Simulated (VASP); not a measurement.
Set up this calculation in VASP 6.6.1, as the native input.

```
Task                   : relaxation of cell and atoms
Functional             : PBE
Potentials or basis    : VASP PAW PBE potentials, release 64 (Zn, S)
Cutoff                 : 600 eV
k mesh                 : 12 × 12 × 6
Occupations            : gaussian, width 0.02 eV
Spin                   : no spin polarisation
Target pressure        : 20 GPa
Dipole correction      : no
Further INCAR settings : ALGO = Normal; EDIFF = 1e-06; IBRION = 2; EDIFFG = -0.008; NSW = 70; ISIF = 3
```

The structure of ZnS lies in POSCAR:

```
ZnS
1.0
    3.6005795841      0.0000000000      0.0000000000
   -1.8002897921      3.1181933882      0.0000000000
    0.0000000000      0.0000000000      5.9307834242
Zn S
2 2
Direct
    0.3333333333      0.6666666667      0.0009626737
    0.6666666667      0.3333333333      0.5009626737
    0.3333333333      0.6666666667      0.3740373263
    0.6666666667      0.3333333333      0.8740373263
```

One way to write it, as run:

INCAR

```
SYSTEM = ZnS
PREC = Accurate
ENCUT = 600
EDIFF = 1E-6
ISMEAR = 0
SIGMA = 0.02
LREAL = .False.
LASPH = .True.
NELM = 80
ALGO = Normal
ISIF = 3
LWAVE = .False.
LCHARG = .False.
GGA = PE
IBRION = 2
NSW = 70
EDIFFG = -0.008
PSTRESS = 200.0
```

KPOINTS

```
Automatic mesh
0
Gamma
  12 12 6
  0 0 0
```

Potentials or basis: VASP PAW PBE potentials, release 64 (Zn, S).

Run with:

```bash
$ cat potpaw_PBE.64/Zn/POTCAR potpaw_PBE.64/S/POTCAR > POTCAR
$ mpirun -np 1 vasp_std > vasp.out
```

It gave:

```
Relaxed volume                                             : 16.71 Å³/atom
Relaxed cell                                               : a = 3.598 Å, b = 3.598 Å, c = 5.964 Å, α = 90.00°, β = 90.00°, γ = 120.00°
Space group after relaxing (to 0.1 Å)                      : P6_3mc (No. 186)
Energy change on relaxing (the run minimises the enthalpy) : -8.8 meV/atom
Ionic steps                                                : 10
Pressure after relaxing                                    : 20.0 GPa
Band gap on the k mesh                                     : 2.92 eV
```

Caveat: the cell is relaxed towards a set pressure, so the run minimises the enthalpy, not the energy.

Wall time 5.4 min on 1 thread of AMD EPYC 9R45 (Zen 5) (shared host), peak memory 0.25 GiB.
